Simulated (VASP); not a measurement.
The system is GaSb.

```
CELL_PARAMETERS angstrom
0.00000 3.06588 3.06588
3.06588 0.00000 3.06588
3.06588 3.06588 0.00000
ATOMIC_POSITIONS crystal
Ga 0.00000 0.00000 0.00000
Sb 0.25000 0.25000 0.25000
```

Program: VASP 6.6.1. Alike in all runs: task single point; potentials or basis VASP PAW PBE potentials, release 64 (Ga_d, Sb); no spin polarisation; cell as given; cutoff (eV) 520; smearing fermi-dirac 0.02 eV.

Problem. Order these runs on this cell by their band gap on the k mesh, lowest first.
A. level PBE-based screened hybrid with 100 % exact exchange; k mesh 4 × 4 × 4; grid for exact exchange (PRECFOCK) Normal; share of exact exchange 1; screening parameter 0.2078 1/Å
B. level PBEsol; k mesh 6 × 6 × 6
C. level PBE-based screened hybrid with 50 % exact exchange; k mesh 4 × 4 × 4; grid for exact exchange (PRECFOCK) Normal; share of exact exchange 0.5; screening parameter 0.2078 1/Å
D. level HSE06; k mesh 4 × 4 × 4; grid for exact exchange (PRECFOCK) Normal; share of exact exchange 0.25; screening parameter 0.2079 1/Å

Solution. B (metal), D (0.85 eV), C (2.02 eV), A (6.53 eV).

Caveats: some runs use coarse meshes; spin-orbit coupling is left out, which moves the levels of the heavy elements; semilocal functionals underestimate gaps, so a narrow gap can read as zero (at least some runs).

A k mesh can miss the band edges.
